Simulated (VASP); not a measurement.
A run of VASP 6.6.1 is set up as follows.

Contents of INCAR:

```
SYSTEM = Mg
PREC     = Accurate       ! precision mode
ENCUT    = 600            ! plane-wave cutoff, eV
EDIFF    = 1E-6           ! SCF threshold, eV
ISMEAR   = 1              ! smearing method
SIGMA    = 0.1            ! smearing width, eV
LREAL    = .False.        ! projectors in reciprocal space
LASPH    = .True.         ! aspherical terms in the spheres
NELM     = 120            ! most SCF steps
ALGO     = Normal         ! electronic algorithm
ISIF     = 2              ! what is computed and relaxed
LWAVE    = .False.        ! write WAVECAR
LCHARG   = .False.        ! write CHGCAR
GGA      = PS             ! functional
IVDW     = 12             ! dispersion correction
NBANDS   = 7              ! bands
GGA_COMPAT= .False.
```

File KPOINTS:

```
Automatic mesh
0
Gamma
  13 13 13
  0 0 0
```

File POSCAR:

```
Mg
1.0
   -1.8359920000      1.8359920000      1.6794040000
    1.8359920000     -1.8359920000      1.6794040000
    1.8359920000      1.8359920000     -1.6794040000
Mg
1
Direct
    0.0000000000      0.0000000000      0.0000000000
```

Potentials or basis: VASP PAW PBE potentials, release 64 (Mg).

Launch:

```sh
$ cat potpaw_PBE.64/Mg/POTCAR > POTCAR
$ mpirun -np 1 vasp_std > vasp.out
```

What does it give for the dispersion energy per atom?

-0.265 eV.

Predict the pressure.

-2.2 GPa.

What does it give for the band gap on the k mesh?

Zero (bands 1 and 2 overlap by 4.50 eV).

Stress tensor (GPa, compression positive):
```
-2.37  0.00  0.00
 0.00 -2.37  0.00
 0.00  0.00 -1.81
```

Caveat: the PAW data sets were made with another functional, which shifts forces and pressure a little.
